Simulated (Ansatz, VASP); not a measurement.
**One calculation of MgO, two programs**

The input INCAR:

```
SYSTEM = MgO
PREC = Accurate
ENCUT = 600
EDIFF = 1E-6
ISMEAR = 0
SIGMA = 0.05
LREAL = .FALSE.
LASPH = .TRUE.
NELM = 120
ALGO = Normal
ISIF = 2
LWAVE = .FALSE.
LCHARG = .TRUE.
GGA = CA
LELF = .TRUE.
LVHAR = .TRUE.
NBANDS = 11
GGA_COMPAT = .FALSE.
```

Contents of KPOINTS:

```
Automatic mesh
0
G
  6 6 6
  0 0 0
```

File POSCAR:

```
MgO
1.0
    0.0000000000      2.1351500000      2.1351500000
    2.1351500000      0.0000000000      2.1351500000
    2.1351500000      2.1351500000      0.0000000000
Mg O
1 1
Direct
   -0.0526895066     -0.0526895066      0.0526895066
    0.5000000000      0.5000000000      0.5000000000
```

Input for Ansatz:

```yaml
crystal:
  lattice:
    - [0.0, 2.13515, 2.13515]
    - [2.13515, 0.0, 2.13515]
    - [2.13515, 2.13515, 0.0]
  atoms:
    - { symbol: Mg, position: [-0.0526895066, -0.0526895066, 0.0526895066] }
    - { symbol: O, position: [0.5, 0.5, 0.5] }
basis:
  ecutwfc: 420
kpoints:
  mp_grid: { grid: [6, 6, 6] }
hamiltonian:
  xc: lda
scf:
  occupations: { method: gaussian, width: 0.05 }
output:
  forces: true
  stress: true
  eigenvalues: true
```

Change from the starting cell: all Mg atoms moved +0.225 Å, as atom 1 towards its neighbour atom 2 (O) at 2.135 Å.

Alike in both runs: task single point; functional LDA; k mesh 6 × 6 × 6; occupations gaussian, width 0.05 eV; no spin polarisation.

|  | VASP | Ansatz |
| --- | --- | --- |
| version | VASP 6.6.1 | Ansatz 0.2.0 |
| potentials or method | VASP PAW LDA potentials, release 64 (Mg, O), cutoff 600 eV | scalar-relativistic, plane waves, PAW |
| valence electrons in the cell | 8 | 16 |

|  | VASP | Ansatz | Ansatz less VASP |
| --- | --- | --- | --- |
| gap on the k mesh at the Fermi level (eV) | 4.26 | 4.25 | -0.002 |
| least direct gap on the mesh (eV) | 4.26 | 4.25 | -0.002 |
| pressure (GPa) | -8.9 | -7.1 | +1.76 |
| traceless stress, the component that is largest in VASP (GPa) | 10.53 | 10.27 | -0.256 |
| rms of the force components (eV/Å) | 0.762 | 0.739 | -0.0227 |

LDA's correlation is that of Perdew and Zunger in VASP and of Perdew and Wang (1992) in Ansatz. Atom by atom the forces differ by 0.023 eV/Å (rms over components). VASP's potentials hold 8 valence electrons a cell and Ansatz's 16, so a difference there can come from the potentials and not from the codes.

The k mesh is coarse, so the values compare programs but aren't converged.
